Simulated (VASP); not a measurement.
Ge2Sb2Se, 5 atoms in the cell. Symmetry: Cmmm, No. 65, orthorhombic system. Conventional cell: a = 3.983 Å, b = 17.262 Å, c = 3.544 Å, α = 90.00°, β = 90.00°, γ = 90.00°. Ge (site symmetry m2m) has 3 Ge at 2.91 to 3.54 Å and 4 Se at 3.04 Å and 4 Sb at 3.12 Å within 3.8 Å. Within 4.1 Å of Sb (site symmetry m2m) lie 1 Se at 3.08 Å and 4 Ge at 3.12 Å and 6 Sb at 3.18 to 3.98 Å. Within 4.0 Å of Se (site symmetry mmm) lie 8 Ge at 3.04 Å and 2 Sb at 3.08 Å and 4 Se at 3.54 to 3.98 Å. The cell was built from a structure type or drawn by symmetry, and may not be a known phase.

```yaml
Program: VASP 6.6.1
Task: relaxation of cell and atoms
Functional: PBE
Potentials_or_basis: VASP PAW PBE potentials, release 64 (Ge_d, Sb, Se)
Cutoff: 600 eV
k_mesh: 4 × 4 × 6
Occupations: gaussian, width 0.1 eV
Spin: no spin polarisation
Dipole_correction: no
Further_INCAR_settings: ALGO = Normal; EDIFF = 1e-06; IBRION = 2; EDIFFG = -0.04; NSW = 90; ISIF = 3
```

Potentials or basis: VASP PAW PBE potentials, release 64 (Ge_d, Sb, Se).

Command:

```console
$ cat potpaw_PBE.64/Ge_d/POTCAR potpaw_PBE.64/Sb/POTCAR potpaw_PBE.64/Se/POTCAR > POTCAR
$ mpirun -np 1 vasp_std > vasp.out
```

Hardware: 1 thread of Intel(R) Xeon(R) Platinum 8259CL CPU @ 2.50GHz (Skylake/Cascade Lake), with other jobs on the host.

Task: Estimate the wall time of this run.

Result: Wall time 48 min on 1 thread of Intel(R) Xeon(R) Platinum 8259CL CPU @ 2.50GHz (Skylake/Cascade Lake) (shared host), peak memory 0.45 GiB. Counts: scf iterations 228, k points 28, ion steps 34.
